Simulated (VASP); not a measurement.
# Zr (Im-3m) in VASP: a series of runs

Runs on Zr. Level: LDA. Tasks: electric field gradients.

All numbers are computed with VASP 6.6.1; they aren't measurements. Logs are shortened: lines on timing, memory, paths and dates and some standing lists are left out, and cuts for length are marked.

### 1 The cell of the first run

It takes space group Im-3m (No. 229, cubic). Conventional cell: a = 3.632 Å, b = 3.632 Å, c = 3.632 Å, α = 90.00°, β = 90.00°, γ = 90.00°. Zr (site symmetry m-3m) has 14 Zr at 3.15 to 3.63 Å within 4.1 Å.

### 2 Electric field gradients, LDA (volume scaled by 1.01)

Input file INCAR:

```
ALGO     = Normal         # electronic algorithm
EDIFF    = 1E-8           # SCF threshold, eV
ENCUT    = 520            # plane-wave cutoff, eV
GGA      = CA             # functional
ISIF     = 2              # what is computed and relaxed
ISMEAR   = -1             # smearing method
LASPH    = T              # aspherical terms in the spheres
LCHARG   = F              # write CHGCAR
LEFG     = T            
LREAL    = F              # projectors in reciprocal space
LWAVE    = F              # write WAVECAR
NBANDS   = 12             # bands
NELM     = 60             # most SCF steps
PREC     = Accurate       # precision mode
SIGMA    = 0.03           # smearing width, eV
```

Input file KPOINTS:

```
k-points
0
Gamma
  16 16 16
```

Input file POSCAR:

```
Zr
1.0
   -1.8160133332      1.8160133332      1.8160133332
    1.8160133332     -1.8160133332      1.8160133332
    1.8160133332      1.8160133332     -1.8160133332
Zr
1
Direct
    0.0000000000      0.0000000000      0.0000000000
```

Potentials or basis: VASP PAW LDA potentials, release 64 (Zr_sv).

On the command line:

```console
cat potpaw_LDA.64/Zr_sv/POTCAR > POTCAR
mpirun -np 1 vasp_std > vasp.out
```

OUTCAR:

```text
EDIFF = 1E-8
   ENCUT = 520
   GGA = CA
   ISIF = 2
   ISMEAR = -1
   LASPH = T
   LREAL = F
   NELM = 60
   PREC = Accurate

 ion  position               nearest neighbor table
   1  0.000  0.000  0.000-

  LATTYP: Found a body centered cubic cell.
 ALAT       =     3.6320266664

  Lattice vectors:

 A1 = (  -1.8160133332,   1.8160133332,   1.8160133332)
 A2 = (   1.8160133332,  -1.8160133332,   1.8160133332)
 A3 = (   1.8160133332,   1.8160133332,  -1.8160133332)

Analysis of symmetry for initial positions (statically):
=====================================================================
 Subroutine PRICEL returns:
 Original cell was already a primitive cell.

 Routine SETGRP: Setting up the symmetry group for a
 body centered cubic supercell.

 Subroutine GETGRP returns: Found 48 space group operations
 (whereof 48 operations were pure point group operations)
 out of a pool of 48 trial point group operations.

The static configuration has the point symmetry O_h .

Analysis of symmetry for dynamics (positions and initial velocities):
=====================================================================
 Subroutine PRICEL returns:
 Original cell was already a primitive cell.

 Routine SETGRP: Setting up the symmetry group for a
 body centered cubic supercell.

 Subroutine GETGRP returns: Found 48 space group operations
 (whereof 48 operations were pure point group operations)
 out of a pool of 48 trial point group operations.

The dynamic configuration has the point symmetry O_h .

 Subroutine INISYM returns: Found 48 space group operations
 (whereof 48 operations are pure point group operations),
 and found     1 'primitive' translations

----------------------------------------------------------------------------------------

                                     Primitive cell

  volume of cell :      23.9562

  direct lattice vectors                    reciprocal lattice vectors
    -1.816013333  1.816013333  1.816013333     0.000000000  0.275328375  0.275328375
     1.816013333 -1.816013333  1.816013333     0.275328375  0.000000000  0.275328375
     1.816013333  1.816013333 -1.816013333     0.275328375  0.275328375  0.000000000

  length of vectors
     3.145427360  3.145427360  3.145427360     0.389373122  0.389373122  0.389373122

  position of ions in fractional coordinates (direct lattice)
     0.000000000  0.000000000  0.000000000

  ion indices of the primitive-cell ions
   primitive index   ion index
                 1           1

----------------------------------------------------------------------------------------

 KPOINTS: k-points

Automatic generation of k-mesh.
 Grid dimensions read from file:
 generate k-points for:   16   16   16

 Generating k-lattice:

  Cartesian coordinates                     Fractional coordinates (reciprocal lattice)
     0.000000000  0.017208023  0.017208023     0.062500000  0.000000000  0.000000000
     0.017208023  0.000000000  0.017208023     0.000000000  0.062500000  0.000000000
     0.017208023  0.017208023  0.000000000     0.000000000  0.000000000  0.062500000

  Length of vectors
     0.024335820  0.024335820  0.024335820

  Shift w.r.t. Gamma in fractional coordinates (k-lattice)
     0.000000000  0.000000000  0.000000000

 Subroutine IBZKPT returns following result:
 ===========================================

 Found    145 irreducible k-points:

 Following reciprocal coordinates:
            Coordinates               Weight
  0.000000  0.000000  0.000000      1.000000
  0.062500  0.000000  0.000000     12.000000
  0.125000  0.000000  0.000000     12.000000
  0.187500  0.000000  0.000000     12.000000
  0.250000  0.000000  0.000000     12.000000
  0.312500  0.000000  0.000000     12.000000
[... 16 lines left out ...]
  0.187500  0.187500  0.000000     24.000000
  0.250000  0.187500  0.000000     48.000000
 [... further k-points ...]
   k-points           NKPTS =    145   k-points in BZ     NKDIM =    145   number of bands    NBANDS=     12
   number of dos      NEDOS =    301   number of ions     NIONS =      1
   total plane-waves  NPLWV =  13824
   dimension x,y,z NGX =    24 NGY =   24 NGZ =   24
   dimension x,y,z NGXF=    48 NGYF=   48 NGZF=   48
   ions per type =               1
   NGX,Y,Z   is equivalent  to a cutoff of  12.68, 12.68, 12.68 a.u.
   NGXF,Y,Z  is equivalent  to a cutoff of  25.37, 25.37, 25.37 a.u.
 SYSTEM =  unknown system
   PREC   = accura    normal or accurate (medium, high low for compatibility)
   ISTART =      0    job   : 0-new  1-cont  2-samecut
   ICHARG =      2    charge: 1-file 2-atom 10-const
   ISPIN  =      1    spin polarized calculation?
   LNONCOLLINEAR =      F non collinear calculations
   LSORBIT =      F    spin-orbit coupling
   LASPH  =      T    aspherical Exc in radial PAW
   ENCUT  =  520.0 eV  38.22 Ry    6.18 a.u.   5.85  5.85  5.85*2*pi/ulx,y,z
   NELM   =     60;   NELMIN=  2; NELMDL= -5     # of ELM steps
   EDIFF  = 0.1E-07   stopping-criterion for ELM
   LREAL  =      F    real-space projection
   EDIFFG = 0.1E-06   stopping-criterion for IOM
   NSW    =      0    number of steps for IOM
   IBRION =     -1    ionic relax: 0-MD 1-quasi-New 2-CG
   NFREE  =      0    steps in history (QN), initial steepest desc. (CG)
   ISIF   =      2    stress and relaxation
   ISYM   =      2    0-nonsym 1-usesym 2-fastsym
   POTIM  = 0.5000    time-step for ionic-motion
   TEBEG  =    0.0;   TEEND  =   0.0 temperature during run
   PSTRESS=    0.0 pullay stress
   NELECT =      12.0000    total number of electrons
   NUPDOWN=      -1.0000    fix difference up-down
   EMIN   =  10.00;   EMAX   =-10.00  energy-range for DOS
   EFERMI =   0.00;   METHOD = LEGACY
   ISMEAR =    -1;   SIGMA  =   0.03  broadening in eV -4-tet -1-fermi 0-gaus
   EFERMI_NEDOS =   21; number of points for ismear=-14 and -15
   IALGO  =     38    algorithm
   IMIX   =      4    mixing-type and parameters
     AMIX     =   0.40;   BMIX     =  1.00
     AMIX_MAG =   1.60;   BMIX_MAG =  1.00
  volume/ion in A,a.u.               =      23.96       161.66
  Fermi-wavevector in a.u.,A,eV,Ry     =   1.300158  2.456943 22.999444  1.690411
  Thomas-Fermi vector in A             =   2.431375
   LORBIT       =      0    0 simple, 1 ext, 2 COOP (PROOUT), +10 PAW based schemes
   GGA     = CA    functional components
   LHFCALC =     F    Hartree Fock is set to
   AEXX    =    0.0000 exact exchange contribution
   IVDW    =     0    specifies the selected vdW correction
   LEPSILON=     F    determine dielectric tensor
   LRPA    =     F    only Hartree local field effects (RPA)
 non-spin polarized calculation
  energy-cutoff  :      520.00
  volume of cell :       23.96
 maximum number of plane-waves:       682
   NGX = 11   NGY = 11   NGZ = 11

 number of electron      12.0000000 magnetization

 Free energy of the ion-electron system (eV)
  ---------------------------------------------------
  ext. energy  EPLUGINS =         0.00000000
  ---------------------------------------------------
  free energy    TOTEN  =        -9.15276126 eV

  energy without entropy =       -9.14637780  energy(sigma->0) =       -9.14956953

 E-fermi :   8.2022     XC(G=0): -11.1603

 val. band max:        8.1907502399   @ k =  -0.3750  -0.4375   0.0625
 cond. band min:       8.2076485589   @ k =   0.3125   0.2500   0.0625
 fundamental gap:      0.0168983190
 Fermi energy:         8.2021639435

 k-point     1 :       0.0000    0.0000    0.0000
  band No.  band energies     occupation
      1     -40.0764      2.00000
      2     -17.7633      2.00000
      3     -17.7633      2.00000
      4     -17.7633      2.00000
      5       2.9027      2.00000
      6       9.2632      0.00000
      7       9.2632      0.00000
      8       9.2632      0.00000
      9      11.6735      0.00000
     10      11.6735      0.00000
     11      20.5369      0.00000
     12      20.5369      0.00000

 k-point     2 :       0.0625    0.0000    0.0000
  band No.  band energies     occupation
      1     -40.0713      2.00000
      2     -17.7998      2.00000
      3     -17.7745      2.00000
      4     -17.7635      2.00000
      5       3.0324      2.00000
      6       9.1783      0.00000
      7       9.2370      0.00000
      8       9.3879      0.00000
      9      11.5418      0.00000
     10      11.6730      0.00000
     11      20.6485      0.00000
     12      20.7697      0.00000
[... 316 lines left out ...]
 k-point    24 :       0.2500    0.1875    0.0000
  band No.  band energies     occupation
      1     -39.9546      2.00000
      2     -18.4664      2.00000
      3     -18.0528      2.00000
      4     -17.8401      2.00000
      5       6.0215      2.00000
      6       7.7228      2.00000
      7       8.2164      0.76681
      8      11.1839      0.00000
      9      12.2835      0.00000
     10      13.6365      0.00000
     11      18.9644      0.00000
     12      20.6154      0.00000

 [... further k-points ...]
[... 5 lines left out ...]
  --------------------------------------------------------------------------------------
  -------------------------------------------------------------------------------------
  Total       -1.5151831     -1.5151831     -1.5151831      0.0000000      0.0000000     -0.0000000
  in kB     -101.3347981   -101.3347981   -101.3347981      0.0000000      0.0000000     -0.0000000
  external PRESSURE =    -101.3347981 kB  Pullay stress =       0.0000000 kB

 VOLUME and BASIS-vectors are now :
 -----------------------------------------------------------------------------
  energy-cutoff  :      520.00
  volume of cell :       23.96
      direct lattice vectors                 reciprocal lattice vectors
    -1.816013333  1.816013333  1.816013333     0.000000000  0.275328375  0.275328375
     1.816013333 -1.816013333  1.816013333     0.275328375  0.000000000  0.275328375
     1.816013333  1.816013333 -1.816013333     0.275328375  0.275328375  0.000000000

 POSITION                                       TOTAL-FORCE (eV/Angst)
 -----------------------------------------------------------------------------------
      0.00000      0.00000      0.00000         0.000000      0.000000     -0.000000
 -----------------------------------------------------------------------------------
    total drift:                                0.000000      0.000000     -0.000000

  FREE ENERGIE OF THE ION-ELECTRON SYSTEM (eV)
  ---------------------------------------------------
  free  energy   TOTEN  =        -9.1527612608 eV

  energy  without entropy=       -9.1463778025  energy(sigma->0) =       -9.14956953

 Electric field gradients (V/A^2)
---------------------------------------------------------------------
 ion       V_xx      V_yy      V_zz      V_xy      V_xz      V_yz
---------------------------------------------------------------------
   1      -0.000    -0.000     0.000    -0.000    -0.000    -0.000
---------------------------------------------------------------------

 Electric field gradients after diagonalization (V/A^2)
 (convention: |V_zz| > |V_xx| > |V_yy|)
----------------------------------------------------------------------
 ion       V_xx      V_yy      V_zz     asymmetry (V_yy - V_xx)/ V_zz
----------------------------------------------------------------------
   1       0.000     0.000    -0.000       0.000
----------------------------------------------------------------------

           NMR quadrupolar parameters

 Cq : quadrupolar parameter    Cq=e*Q*V_zz/h
 eta: asymmetry parameters     (V_yy - V_xx)/ V_zz
 Q  : nuclear electric quadrupole moment in mb (millibarn)
----------------------------------------------------------------------
 ion       Cq(MHz)       eta       Q (mb)
----------------------------------------------------------------------
   1      -0.000       0.000       1.000
----------------------------------------------------------------------
```

Wall time 14 s (1 thread of Intel Xeon Platinum 8488C (Sapphire Rapids), shared host); peak memory 0.15 GiB.

Results:

```
Free energy            : -9.1528 eV
Pressure               : -10.1 GPa
Band gap on the k mesh : zero (band 6 reaches 9.26 eV, above the bottom of band 7 at 7.50 eV)
```

Levels at points of the mesh, in eV from the Fermi level:
```
           k point  band 3  band 4  band 5  band 6  band 7  band 8  band 9  band 10
(0.00, 0.00, 0.00)  -25.97  -25.97   -5.30    1.06    1.06    1.06    3.47     3.47
(0.50, 0.00, 0.00)  -26.25  -25.97   -2.71   -0.65    1.56    3.43    4.09     6.08
(0.50, 0.50, 0.50)  -26.59  -26.59   -2.42   -2.42    5.44    5.44    5.44     7.20
```

Caveat: without QUAD_EFG the Cq values of the log hold for a quadrupole moment of 1 mb, not for the nuclei.

### 3 Electric field gradients, LDA (volume scaled by 1.04)

Input file INCAR:

```
ALGO = Normal
EDIFF = 1E-8
ENCUT = 520
ISIF = 2
ISMEAR = -1
LASPH = True
LCHARG = False
LEFG = True
LREAL = False
LWAVE = False
NBANDS = 12
NELM = 100
PREC = Accurate
SIGMA = 0.03
```

KPOINTS is that of step 2.

Input file POSCAR:

```
Zr
1.0
   -1.8338185209      1.8338185209      1.8338185209
    1.8338185209     -1.8338185209      1.8338185209
    1.8338185209      1.8338185209     -1.8338185209
Zr
1
Direct
    0.0000000000      0.0000000000      0.0000000000
```

Potentials or basis: VASP PAW LDA potentials, release 64 (Zr_sv).

On the command line:

```console
cat potpaw_LDA.64/Zr_sv/POTCAR > POTCAR
mpirun -np 1 vasp_std > vasp.out
```

OUTCAR:

```text
EDIFF = 1E-8
   ENCUT = 520
   ISIF = 2
   ISMEAR = -1
   LASPH = True
   LREAL = False
   NELM = 100
   PREC = Accurate

 ion  position               nearest neighbor table
   1  0.000  0.000  0.000-

  LATTYP: Found a body centered cubic cell.
 ALAT       =     3.6676370418

  Lattice vectors:

 A1 = (  -1.8338185209,   1.8338185209,   1.8338185209)
 A2 = (   1.8338185209,  -1.8338185209,   1.8338185209)
 A3 = (   1.8338185209,   1.8338185209,  -1.8338185209)

Analysis of symmetry for initial positions (statically):
=====================================================================
 Subroutine PRICEL returns:
 Original cell was already a primitive cell.

 Routine SETGRP: Setting up the symmetry group for a
 body centered cubic supercell.

 Subroutine GETGRP returns: Found 48 space group operations
 (whereof 48 operations were pure point group operations)
 out of a pool of 48 trial point group operations.

The static configuration has the point symmetry O_h .

Analysis of symmetry for dynamics (positions and initial velocities):
=====================================================================
 Subroutine PRICEL returns:
 Original cell was already a primitive cell.

 Routine SETGRP: Setting up the symmetry group for a
 body centered cubic supercell.

 Subroutine GETGRP returns: Found 48 space group operations
 (whereof 48 operations were pure point group operations)
 out of a pool of 48 trial point group operations.

The dynamic configuration has the point symmetry O_h .

 Subroutine INISYM returns: Found 48 space group operations
 (whereof 48 operations are pure point group operations),
 and found     1 'primitive' translations

----------------------------------------------------------------------------------------
[... 493 lines left out ...]
      2     -18.8138      2.00000
      3     -18.4381      2.00000
      4     -18.2443      2.00000
      5       5.7250      2.00000
      6       7.4415      2.00000
      7       7.9014      0.87693
      8      10.7928      0.00000
      9      11.8388      0.00000
     10      13.1402      0.00000
     11      18.3601      0.00000
     12      20.0123      0.00000

 [... further k-points ...]

------------------------ aborting loop because EDIFF is reached ----------------------------------------

  FORCE on cell =-STRESS in cart. coord.  units (eV):
  Direction    XX          YY          ZZ          XY          YZ          ZX
  --------------------------------------------------------------------------------------
  -------------------------------------------------------------------------------------
  Total       -1.8335095     -1.8335095     -1.8335095      0.0000000     -0.0000000      0.0000000
  in kB     -119.0870932   -119.0870932   -119.0870932      0.0000000     -0.0000000      0.0000000
  external PRESSURE =    -119.0870932 kB  Pullay stress =       0.0000000 kB

 VOLUME and BASIS-vectors are now :
 -----------------------------------------------------------------------------
  energy-cutoff  :      520.00
  volume of cell :       24.67
      direct lattice vectors                 reciprocal lattice vectors
    -1.833818521  1.833818521  1.833818521     0.000000000  0.272655115  0.272655115
     1.833818521 -1.833818521  1.833818521     0.272655115  0.000000000  0.272655115
     1.833818521  1.833818521 -1.833818521     0.272655115  0.272655115  0.000000000

 POSITION                                       TOTAL-FORCE (eV/Angst)
 -----------------------------------------------------------------------------------
      0.00000      0.00000      0.00000         0.000000      0.000000      0.000000
 -----------------------------------------------------------------------------------
    total drift:                                0.000000      0.000000     -0.000000

  FREE ENERGIE OF THE ION-ELECTRON SYSTEM (eV)
  ---------------------------------------------------
  free  energy   TOTEN  =        -9.1039783977 eV

  energy  without entropy=       -9.0975158490  energy(sigma->0) =       -9.10074712

 Electric field gradients (V/A^2)
---------------------------------------------------------------------
 ion       V_xx      V_yy      V_zz      V_xy      V_xz      V_yz
---------------------------------------------------------------------
   1       0.000    -0.000     0.000    -0.000    -0.000    -0.000
---------------------------------------------------------------------

 Electric field gradients after diagonalization (V/A^2)
 (convention: |V_zz| > |V_xx| > |V_yy|)
----------------------------------------------------------------------
 ion       V_xx      V_yy      V_zz     asymmetry (V_yy - V_xx)/ V_zz
----------------------------------------------------------------------
   1       0.000     0.000    -0.000       0.000
----------------------------------------------------------------------

           NMR quadrupolar parameters

 Cq : quadrupolar parameter    Cq=e*Q*V_zz/h
 eta: asymmetry parameters     (V_yy - V_xx)/ V_zz
 Q  : nuclear electric quadrupole moment in mb (millibarn)
----------------------------------------------------------------------
 ion       Cq(MHz)       eta       Q (mb)
----------------------------------------------------------------------
   1      -0.000       0.000       1.000
----------------------------------------------------------------------
```

Run time: 15 s. Hardware: 1 thread of Intel Xeon Platinum 8488C (Sapphire Rapids), shared host; peak memory 0.15 GiB.

What came out:

```
Free energy            : -9.1040 eV
Pressure               : -11.9 GPa
Band gap on the k mesh : zero (band 6 reaches 8.93 eV, above the bottom of band 7 at 7.21 eV)
```

Caveat: without QUAD_EFG the Cq values of the log hold for a quadrupole moment of 1 mb, not for the nuclei.

[end of part 1 of 2]
